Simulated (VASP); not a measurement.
# IrClF (P4/nmm) in VASP: single point with PBE

Aim: the single point of IrClF with PBE.

Program: VASP 6.6.1. These are calculated values, not measurements. Logs are shortened: lines on timing, memory, paths and dates and some standing lists are left out, and cuts for length are marked.

## 1. The cell of the first run

The structure is tetragonal, space group P4/nmm (No. 129). The conventional cell has a = 3.663 Å, b = 3.663 Å, c = 6.414 Å, α = 90.00°, β = 90.00°, γ = 90.00°. Within 2.9 Å of Ir (site symmetry 4mm) lie 4 F at 2.22 Å and 5 Cl at 2.79 to 2.87 Å. Cl (site symmetry 4mm) has 6 Ir at 2.79 to 3.55 Å and 4 F at 2.93 Å and 8 Cl at 3.18 to 3.66 Å within 3.7 Å. Within 2.9 Å of F (site symmetry -4m2) lie 4 Ir at 2.22 Å and 4 F at 2.59 Å.

## 2. Single point, PBE

Contents of INCAR:

```
SYSTEM = IrClF
PREC     = Accurate       ! precision mode
ENCUT    = 520            ! plane-wave cutoff, eV
EDIFF    = 1E-6           ! SCF threshold, eV
ISMEAR   = 0              ! smearing method
SIGMA    = 0.0422         ! smearing width, eV
LREAL    = .FALSE.        ! projectors in reciprocal space
LASPH    = .TRUE.         ! aspherical terms in the spheres
NELM     = 100            ! most SCF steps
ALGO     = Normal         ! electronic algorithm
ISIF     = 2              ! what is computed and relaxed
LWAVE    = .FALSE.        ! write WAVECAR
LCHARG   = .FALSE.        ! write CHGCAR
GGA      = PE             ! functional
NBANDS   = 32             ! bands
```

Contents of KPOINTS:

```
regular mesh
0
G
  9 9 5
  0 0 0
```

Contents of POSCAR:

```
IrClF
1.0
    3.6632030000      0.0000000000      0.0000000000
    0.0000000000      3.6632030000      0.0000000000
    0.0000000000      0.0000000000      6.4138980000
Ir Cl F
2 2 2
Direct
    0.2500000000      0.2500000000      0.1962000000
    0.7500000000      0.7500000000      0.8038000000
    0.2500000000      0.2500000000      0.6432000000
    0.7500000000      0.7500000000      0.3568000000
    0.7500000000      0.2500000000      0.0000000000
    0.2500000000      0.7500000000      0.0000000000
```

Potentials or basis: VASP PAW PBE potentials, release 64 (Ir, Cl, F).

Command:

```sh
> cat potpaw_PBE.64/Ir/POTCAR potpaw_PBE.64/Cl/POTCAR potpaw_PBE.64/F/POTCAR > POTCAR
> mpirun -np 1 vasp_std > vasp.out
```

OUTCAR:

```text
SYSTEM = IrClF
   PREC = Accurate
   ENCUT = 520
   EDIFF = 1E-6
   ISMEAR = 0
   LREAL = .FALSE.
   LASPH = .TRUE.
   NELM = 100
   ISIF = 2
   GGA = PE

 ion  position               nearest neighbor table
   1  0.250  0.250  0.196-   5 2.22   6 2.22   6 2.22   5 2.22   4 2.79   4 2.79   4 2.79   4 2.79
                             3 2.87
   2  0.750  0.750  0.804-   5 2.22   6 2.22   5 2.22   6 2.22   3 2.79   3 2.79   3 2.79   3 2.79
                             4 2.87
   3  0.250  0.250  0.643-   2 2.79   2 2.79   2 2.79   2 2.79   1 2.87
   4  0.750  0.750  0.357-   1 2.79   1 2.79   1 2.79   1 2.79   2 2.87
   5  0.750  0.250  0.000-   1 2.22   2 2.22   2 2.22   1 2.22
   6  0.250  0.750  0.000-   1 2.22   2 2.22   1 2.22   2 2.22

  LATTYP: Found a simple tetragonal cell.
 ALAT       =     3.6632030000
 C/A-ratio  =     1.7508988718

  Lattice vectors:

 A1 = (   3.6632030000,   0.0000000000,   0.0000000000)
 A2 = (   0.0000000000,   3.6632030000,   0.0000000000)
 A3 = (   0.0000000000,   0.0000000000,   6.4138980000)

Analysis of symmetry for initial positions (statically):
=====================================================================
 Subroutine PRICEL returns:
 Original cell was already a primitive cell.

 Routine SETGRP: Setting up the symmetry group for a
 simple tetragonal supercell.

 Subroutine GETGRP returns: Found 16 space group operations
 (whereof  4 operations were pure point group operations)
 out of a pool of 16 trial point group operations.

The static configuration has the point symmetry C_2h.
 The point group associated with its full space group is D_4h.

Analysis of symmetry for dynamics (positions and initial velocities):
=====================================================================
 Subroutine PRICEL returns:
 Original cell was already a primitive cell.

 Routine SETGRP: Setting up the symmetry group for a
 simple tetragonal supercell.

 Subroutine GETGRP returns: Found 16 space group operations
 (whereof  4 operations were pure point group operations)
 out of a pool of 16 trial point group operations.

The dynamic configuration has the point symmetry C_2h.
 The point group associated with its full space group is D_4h.

 Subroutine INISYM returns: Found 16 space group operations
 (whereof  4 operations are pure point group operations),
 and found     1 'primitive' translations

----------------------------------------------------------------------------------------

                                     Primitive cell

  volume of cell :      86.0685

  direct lattice vectors                    reciprocal lattice vectors
     3.663203000  0.000000000  0.000000000     0.272985144  0.000000000  0.000000000
     0.000000000  3.663203000  0.000000000     0.000000000  0.272985144  0.000000000
     0.000000000  0.000000000  6.413898000     0.000000000  0.000000000  0.155911429

  length of vectors
     3.663203000  3.663203000  6.413898000     0.272985144  0.272985144  0.155911429

  position of ions in fractional coordinates (direct lattice)
     0.250000000  0.250000000  0.196200000
     0.750000000  0.750000000  0.803800000
     0.250000000  0.250000000  0.643200000
     0.750000000  0.750000000  0.356800000
     0.750000000  0.250000000  0.000000000
     0.250000000  0.750000000  0.000000000

  ion indices of the primitive-cell ions
   primitive index   ion index
                 1           1
                 2           2
                 3           3
                 4           4
                 5           5
                 6           6

----------------------------------------------------------------------------------------

 KPOINTS: regular mesh

Automatic generation of k-mesh.
 Grid dimensions read from file:
 generate k-points for:    9    9    5

 Generating k-lattice:

  Cartesian coordinates                     Fractional coordinates (reciprocal lattice)
     0.030331683  0.000000000  0.000000000     0.111111111  0.000000000  0.000000000
     0.000000000  0.030331683  0.000000000     0.000000000  0.111111111  0.000000000
     0.000000000  0.000000000  0.031182286     0.000000000  0.000000000  0.200000000

  Length of vectors
     0.030331683  0.030331683  0.031182286

  Shift w.r.t. Gamma in fractional coordinates (k-lattice)
     0.000000000  0.000000000  0.000000000

 Subroutine IBZKPT returns following result:
 ===========================================

 Found     45 irreducible k-points:

 Following reciprocal coordinates:
            Coordinates               Weight
  0.000000  0.000000  0.000000      1.000000
  0.111111  0.000000  0.000000      4.000000
  0.222222  0.000000  0.000000      4.000000
  0.333333  0.000000  0.000000      4.000000
  0.444444  0.000000  0.000000      4.000000
  0.111111  0.111111  0.000000      4.000000
[... 16 lines left out ...]
  0.333333  0.111111  0.200000     16.000000
  0.444444  0.111111  0.200000     16.000000
 [... further k-points ...]
   k-points           NKPTS =     45   k-points in BZ     NKDIM =     45   number of bands    NBANDS=     32
   number of dos      NEDOS =    301   number of ions     NIONS =      6
   total plane-waves  NPLWV =  37632
   dimension x,y,z NGX =    28 NGY =   28 NGZ =   48
   dimension x,y,z NGXF=    56 NGYF=   56 NGZF=   96
   ions per type =               2   2   2
   NGX,Y,Z   is equivalent  to a cutoff of  12.71, 12.71, 12.44 a.u.
   NGXF,Y,Z  is equivalent  to a cutoff of  25.41, 25.41, 24.88 a.u.
 SYSTEM =  IrClF
   PREC   = accura    normal or accurate (medium, high low for compatibility)
   ISTART =      0    job   : 0-new  1-cont  2-samecut
   ICHARG =      2    charge: 1-file 2-atom 10-const
   ISPIN  =      1    spin polarized calculation?
   LNONCOLLINEAR =      F non collinear calculations
   LSORBIT =      F    spin-orbit coupling
   LASPH  =      T    aspherical Exc in radial PAW
   ENCUT  =  520.0 eV  38.22 Ry    6.18 a.u.   6.81  6.81 11.93*2*pi/ulx,y,z
   NELM   =    100;   NELMIN=  2; NELMDL= -5     # of ELM steps
   EDIFF  = 0.1E-05   stopping-criterion for ELM
   LREAL  =      F    real-space projection
   EDIFFG = 0.1E-04   stopping-criterion for IOM
   NSW    =      0    number of steps for IOM
   IBRION =     -1    ionic relax: 0-MD 1-quasi-New 2-CG
   NFREE  =      0    steps in history (QN), initial steepest desc. (CG)
   ISIF   =      2    stress and relaxation
   ISYM   =      2    0-nonsym 1-usesym 2-fastsym
   POTIM  = 0.5000    time-step for ionic-motion
   TEBEG  =    0.0;   TEEND  =   0.0 temperature during run
   PSTRESS=    0.0 pullay stress
   NELECT =      46.0000    total number of electrons
   NUPDOWN=      -1.0000    fix difference up-down
   EMIN   =  10.00;   EMAX   =-10.00  energy-range for DOS
   EFERMI =   0.00;   METHOD = LEGACY
   ISMEAR =     0;   SIGMA  =   0.04  broadening in eV -4-tet -1-fermi 0-gaus
   EFERMI_NEDOS =   21; number of points for ismear=-14 and -15
   IALGO  =     38    algorithm
   IMIX   =      4    mixing-type and parameters
     AMIX     =   0.40;   BMIX     =  1.00
     AMIX_MAG =   1.60;   BMIX_MAG =  1.00
  volume/ion in A,a.u.               =      14.34        96.80
  Fermi-wavevector in a.u.,A,eV,Ry     =   1.328555  2.510604 24.015066  1.765058
  Thomas-Fermi vector in A             =   2.457783
   LORBIT       =      0    0 simple, 1 ext, 2 COOP (PROOUT), +10 PAW based schemes
   GGA     = PE    functional components
   LHFCALC =     F    Hartree Fock is set to
   AEXX    =    0.0000 exact exchange contribution
   IVDW    =     0    specifies the selected vdW correction
   LEPSILON=     F    determine dielectric tensor
   LRPA    =     F    only Hartree local field effects (RPA)
 non-spin polarized calculation
 Gauss-broadening in eV      SIGMA  =   0.04
  energy-cutoff  :      520.00
  volume of cell :       86.07
 maximum number of plane-waves:      2343
 NGX is ok and might be reduce to    28
   NGX = 13   NGY = 13   NGZ = 23

 number of electron      45.9999979 magnetization

 Free energy of the ion-electron system (eV)
  ---------------------------------------------------
  ext. energy  EPLUGINS =         0.00000000
  ---------------------------------------------------
  free energy    TOTEN  =       -20.95565732 eV

  energy without entropy =      -20.94180285  energy(sigma->0) =      -20.94873008

 E-fermi :   6.0341     XC(G=0): -11.4586

 val. band max:        6.0284579918   @ k =   0.4444   0.3333   0.0000
 cond. band min:       6.0344058180   @ k =   0.1111   0.1111   0.4000
 fundamental gap:      0.0059478262
 Fermi energy:         6.0341357499

 k-point     1 :       0.0000    0.0000    0.0000
  band No.  band energies     occupation
      1     -19.8182      2.00000
      2     -18.9921      2.00000
      3     -10.7266      2.00000
      4      -9.7803      2.00000
      5      -2.4921      2.00000
      6      -2.4921      2.00000
[... 24 lines left out ...]
     31      16.2393      0.00000
     32      16.4889      0.00000

 k-point     2 :       0.1111    0.0000    0.0000
  band No.  band energies     occupation
      1     -19.7907      2.00000
      2     -19.0137      2.00000
      3     -10.6778      2.00000
      4      -9.7733      2.00000
      5      -2.4545      2.00000
      6      -2.4442      2.00000
[... 24 lines left out ...]
     31      15.9210      0.00000
     32      16.0403      0.00000

 k-point     3 :       0.2222    0.0000    0.0000
  band No.  band energies     occupation
      1     -19.7126      2.00000
      2     -19.0787      2.00000
      3     -10.5394      2.00000
      4      -9.7690      2.00000
      5      -2.3466      2.00000
      6      -2.3037      2.00000
[... 24 lines left out ...]
     31      15.2657      0.00000
     32      15.4066      0.00000

 k-point     4 :       0.3333    0.0000    0.0000
  band No.  band energies     occupation
      1     -19.5952      2.00000
      2     -19.1813      2.00000
      3     -10.3369      2.00000
      4      -9.8076      2.00000
      5      -2.3106      2.00000
      6      -2.1022      2.00000
[... 654 lines left out ...]
     31      14.3124      0.00000
     32      15.5100      0.00000

 k-point    23 :       0.3333    0.1111    0.2000
  band No.  band energies     occupation
      1     -19.5782      2.00000
      2     -19.1891      2.00000
      3     -10.3142      2.00000
      4      -9.7896      2.00000
      5      -2.5189      2.00000
      6      -2.1747      2.00000
[... 24 lines left out ...]
     31      14.4524      0.00000
     32      15.3185      0.00000

 k-point    24 :       0.4444    0.1111    0.2000
  band No.  band energies     occupation
      1     -19.4459      2.00000
      2     -19.3106      2.00000
      3     -10.0945      2.00000
      4      -9.9077      2.00000
      5      -2.3147      2.00000
      6      -2.1029      2.00000
[... 24 lines left out ...]
     31      14.8369      0.00000
     32      15.2345      0.00000

 [... further k-points ...]
[... 5 lines left out ...]
  --------------------------------------------------------------------------------------
  -------------------------------------------------------------------------------------
  Total        3.4403133      3.4403133      8.8386644      0.0000000      0.0000000      0.0000000
  in kB       64.0419517     64.0419517    164.5330723      0.0000000      0.0000000      0.0000000
  external PRESSURE =      97.5389919 kB  Pullay stress =       0.0000000 kB

 VOLUME and BASIS-vectors are now :
 -----------------------------------------------------------------------------
  energy-cutoff  :      520.00
  volume of cell :       86.07
      direct lattice vectors                 reciprocal lattice vectors
     3.663203000  0.000000000  0.000000000     0.272985144  0.000000000  0.000000000
     0.000000000  3.663203000  0.000000000     0.000000000  0.272985144  0.000000000
     0.000000000  0.000000000  6.413898000     0.000000000  0.000000000  0.155911429

 POSITION                                       TOTAL-FORCE (eV/Angst)
 -----------------------------------------------------------------------------------
      0.91580      0.91580      1.25841        -0.000000      0.000000      3.133974
      2.74740      2.74740      5.15549         0.000000      0.000000     -3.133974
      0.91580      0.91580      4.12542         0.000000      0.000000      0.967402
      2.74740      2.74740      2.28848        -0.000000     -0.000000     -0.967402
      2.74740      0.91580      0.00000        -0.000000     -0.000000      0.000000
      0.91580      2.74740      0.00000         0.000000      0.000000      0.000000
 -----------------------------------------------------------------------------------
    total drift:                                0.000000      0.000000     -0.000000

  FREE ENERGIE OF THE ION-ELECTRON SYSTEM (eV)
  ---------------------------------------------------
  free  energy   TOTEN  =       -20.9556573177 eV

  energy  without entropy=      -20.9418028515  energy(sigma->0) =      -20.94873008
```

It took 1.8 min on 1 thread of AMD EPYC 7R43 (Zen 3), shared host; peak memory 0.21 GiB.

Results:

```yaml
Free_energy: -20.9557 eV
Pressure: 9.8 GPa
Largest_force: 3.134 eV/Å
Band_gap_on_the_k_mesh: zero (band 23 reaches 6.13 eV, above the bottom of band 24 at 5.95 eV)
```

Forces on the atoms (eV/Å):
```
Ir   0.000  0.000  3.134
Ir   0.000  0.000 -3.134
Cl   0.000  0.000  0.967
Cl   0.000  0.000 -0.967
F    0.000  0.000  0.000
F    0.000  0.000  0.000
```

Caveat: spin-orbit coupling is left out, which moves the levels of the heavy elements; forces of over 1 eV/Å act on the atoms, so gaps and moduli don't describe the material at rest.
